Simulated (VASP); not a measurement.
A run of VASP 6.6.1:

INCAR

```
SYSTEM = Sr3Mg
PREC = Accurate ; ENCUT = 520
EDIFF = 1E-7 ; ISMEAR = -1
SIGMA = 0.1 ; LREAL = .FALSE.
LASPH = .TRUE. ; NELM = 80
ALGO = Normal ; ISIF = 2
LWAVE = .FALSE. ; LCHARG = .FALSE.
GGA = PS ; NBANDS = 24
```

File KPOINTS:

```
Automatic mesh
0
G
  4 4 4
  0 0 0
```

POSCAR

```
Sr3Mg
1.0
    5.6876397660      0.0000000000      0.0000000000
    0.0000000000      5.6876397660      0.0000000000
    0.0000000000      0.0000000000      5.6876397660
Sr Mg
3 1
Direct
    0.5000000000      0.5000000000      0.0000000000
    0.5000000000      0.0000000000      0.5000000000
    0.0000000000      0.5000000000      0.5000000000
    0.0000000000      0.0000000000      0.0000000000
```

Potentials or basis: VASP PAW PBE potentials, release 64 (Sr_sv, Mg).

The run is started by

```bash
$ cat potpaw_PBE.64/Sr_sv/POTCAR potpaw_PBE.64/Mg/POTCAR > POTCAR
$ mpirun -np 1 vasp_std > vasp.out
```

Hardware: 1 thread of AMD EPYC 7R13 (shared host).

Q: Estimate the wall time of this run.

A: Wall time 100 s on 1 thread of AMD EPYC 7R13, with other jobs on the host, peak memory 0.23 GiB. Counts: scf iterations 15, k points 10.
